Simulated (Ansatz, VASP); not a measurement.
One calculation of BP, two programs

```
B P
1.0
     3.21373    0.00000    0.00000
    -1.60686    2.78317    0.00000
     0.00000    0.00000   23.80000
B P
1 1
Direct
  0.33333 0.66667 0.29412
  0.66667 0.33333 0.29412
```

Alike in both runs: functional PBE; k mesh 12 × 12 × 1; occupations gaussian, width 0.03 eV; no spin polarisation.

Ansatz relaxed the structure, and its values are those at the end. VASP's run is a single point on that final structure, the one shown.

|  | VASP | Ansatz |
| --- | --- | --- |
| version | VASP 6.6.1 | Ansatz 0.2.0 |
| potentials or method | VASP PAW PBE potentials, release 64 (B, P), cutoff 420 eV | scalar-relativistic, plane waves, PAW |
| valence electrons in the cell | 8 | 8 |

VASP gave:

```
gap on the k mesh at the Fermi level (eV) : 0.91
least direct gap on the mesh (eV)         : 0.91
```

Task: Which values does Ansatz return?

Result: gap on the k mesh at the Fermi level (eV): 0.90; least direct gap on the mesh (eV): 0.90.

Ansatz's warnings: slab cell height set, structure snapped to symmetry.
